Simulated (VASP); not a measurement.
Crystal: W5C.

```
W C
1.0
     2.95000    0.00000    0.00000
    -1.47500    2.55477    0.00000
     0.00000    0.00000   12.30000
W C
5 1
Direct
  0.33333 0.66667 0.10000
  0.66667 0.33333 0.90000
  0.00000 0.00000 0.50000
  0.33333 0.66667 0.70000
  0.66667 0.33333 0.30000
  0.00000 0.00000 0.00000
```

```yaml
Program: VASP 6.6.1
Task: relaxation of cell and atoms
Functional: PBE
Potentials_or_basis: VASP PAW PBE potentials, release 64 (W_sv, C)
Cutoff: 600 eV
k_mesh: 6 × 6 × 2
Occupations: gaussian, width 0.2 eV
Spin: no spin polarisation
```

At the start: pressure -11.0 GPa; volume 15.45 Å³/atom.

Question: Where does the relaxation end?

Answer: Over 11 steps the energy falls by 103.0 meV/atom and the volume is 14.69 Å³/atom (-4.9 %); space group P-3m1 (No. 164, to 0.1 Å) before and after.

Step by step:
```
step  energy change (eV)  largest force (eV/Å)  pressure (GPa)  volume (Å³)
   1              0.0000                1.2140          -11.00        92.70
   2              0.7631                1.8182           43.04        79.14
   3             -0.2184                1.5559            2.84        88.07
   4             -0.4138                0.7929            1.52        87.74
   5             -0.4282                1.1132            1.73        87.58
   6             -0.5572                0.7090           -4.18        89.30
   7             -0.5580                0.6903           -4.46        89.40
   8             -0.5676                0.1407            5.55        86.79
   9             -0.5975                0.4404            0.71        87.98
  10             -0.6171                0.0951            0.29        88.09
  11             -0.6181                0.0142            0.20        88.12
```

Final structure:
```cif
data_structure
_symmetry_space_group_name_H-M 'P 1'
_symmetry_Int_Tables_number 1
_cell_length_a 3.0212
_cell_length_b 3.0212
_cell_length_c 11.1478
_cell_angle_alpha 90.000
_cell_angle_beta 90.000
_cell_angle_gamma 120.000
_cell_volume 88.12
loop_
_atom_site_label
_atom_site_type_symbol
_atom_site_fract_x
_atom_site_fract_y
_atom_site_fract_z
_atom_site_occupancy
W1 W 0.33333 0.66667 0.11098 1
W2 W 0.66667 0.33333 0.88902 1
W3 W 0.00000 0.00000 0.50000 1
W4 W 0.33333 0.66667 0.68982 1
W5 W 0.66667 0.33333 0.31018 1
C1 C 0.00000 0.00000 0.00000 1
```

Caveat: the k points lie up to 0.40 Å⁻¹ apart in the final cell, too coarse for converged energies and pressures of a metal.
